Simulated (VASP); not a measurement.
**C: relaxation of cell and atoms with PBE**

The system is C.

```
C
1.0
     2.03028    0.00000    0.00000
    -1.01514    1.75828    0.00000
     0.00000    0.00000    3.28906
C
2
Cartesian
  0.0000 1.1722 0.8223
  1.0151 0.5861 2.4668
```

```
Program                : VASP 6.6.1
Task                   : relaxation of cell and atoms
Functional             : PBE
Potentials or basis    : VASP PAW PBE potentials, release 64 (C)
Cutoff                 : 600 eV
k mesh                 : 22 × 22 × 12
Occupations            : fermi-dirac, width 0.08 eV
Spin                   : no spin polarisation
Target pressure        : 49 GPa
Dipole correction      : no
Further INCAR settings : ALGO = Normal; EDIFF = 1e-07; IBRION = 2; EDIFFG = -0.005; NSW = 60; ISIF = 3
```

```json
{
  "Relaxed volume": "5.29 Å³/atom",
  "Relaxed cell": "a = 2.373 Å, b = 2.373 Å, c = 2.170 Å, α = 90.00°, β = 90.00°, γ = 120.00°",
  "Space group after relaxing (to 0.1 Å)": "P6_3/mmc (No. 194)",
  "Energy change on relaxing (the run minimises the enthalpy)": "-1227.3 meV/atom",
  "Ionic steps": "23",
  "Pressure after relaxing": "49.0 GPa",
  "Band gap on the k mesh": "zero (bands 4 and 5 overlap by 9.26 eV)"
}
```

The path:
| step | energy change (eV) | largest force (eV/Å) | pressure (GPa) | volume (Å³) |
| --- | --- | --- | --- | --- |
| 1 | 0.0000 | 0.0000 | 34.30 | 11.74 |
| 2 | 0.2517 | 0.0000 | 57.99 | 10.85 |
| 3 | 0.1545 | 0.0000 | 49.14 | 11.14 |
| 4 | 0.1549 | 0.0000 | 49.35 | 11.13 |
| 5 | 0.1563 | 0.0000 | 50.07 | 11.12 |
| 6 | 0.1622 | 0.0000 | 51.95 | 11.09 |
| 7 | 0.1453 | 0.0000 | 56.76 | 11.00 |
| 8 | -0.3052 | 0.0000 | 55.71 | 10.76 |
| 9 | -2.0952 | 0.0000 | 78.23 | 9.95 |
| 10 | -1.8490 | 0.0000 | 115.66 | 9.47 |
| 11 | -2.0710 | 0.0000 | 94.53 | 9.72 |
| 12 | -2.0449 | 0.0000 | 98.50 | 9.67 |
| 13 | -2.0908 | 0.0000 | 93.50 | 9.75 |
| 14 | -2.2159 | 0.0000 | 79.35 | 9.98 |
| 15 | -2.4134 | 0.0000 | 54.49 | 10.46 |
| 16 | -2.4500 | 0.0000 | 49.30 | 10.57 |
| 17 | -2.4556 | 0.0000 | 48.47 | 10.59 |
| 18 | -2.4563 | 0.0000 | 48.46 | 10.59 |
| 19 | -2.4579 | 0.0000 | 48.44 | 10.60 |
| 20 | -2.4583 | 0.0000 | 48.44 | 10.60 |
| 21 | -2.4583 | 0.0000 | 48.45 | 10.60 |
| 22 | -2.4566 | 0.0000 | 48.70 | 10.59 |
| 23 | -2.4545 | 0.0000 | 49.01 | 10.58 |

Final structure:
```
C
1.0
     2.37334    0.00000    0.00000
    -1.18667    2.05537    0.00000
     0.00000    0.00000    2.16971
C
2
Cartesian
  0.0000 1.3702 0.5424
  1.1867 0.6851 1.6273
```

Levels at points of the mesh, in eV from the Fermi level:
| k point | band 1 | band 2 | band 3 | band 4 | band 5 | band 6 | band 7 | band 8 |
| --- | --- | --- | --- | --- | --- | --- | --- | --- |
| (0.00, 0.00, 0.00) | -22.89 | -2.27 | -0.93 | -0.93 | 6.61 | 6.61 | 7.53 | 13.48 |
| (0.50, 0.00, 0.00) | -16.57 | -14.84 | -5.04 | 2.31 | 4.66 | 6.75 | 10.82 | 12.66 |
| (0.00, 0.00, 0.50) | -16.46 | -16.46 | 4.20 | 4.20 | 4.20 | 4.20 | 10.48 | 10.48 |
| (0.50, 0.00, 0.50) | -11.15 | -11.15 | -7.30 | -7.30 | 1.60 | 1.60 | 8.99 | 8.99 |

Wall time 5.7 min on 1 thread of AMD EPYC 7R13, with other jobs on the host, peak memory 0.12 GiB.

Caveat: the cell is relaxed towards a set pressure, so the run minimises the enthalpy, not the energy; a cell axis changed by over 15 % at a fixed basis, so the end point is rough.
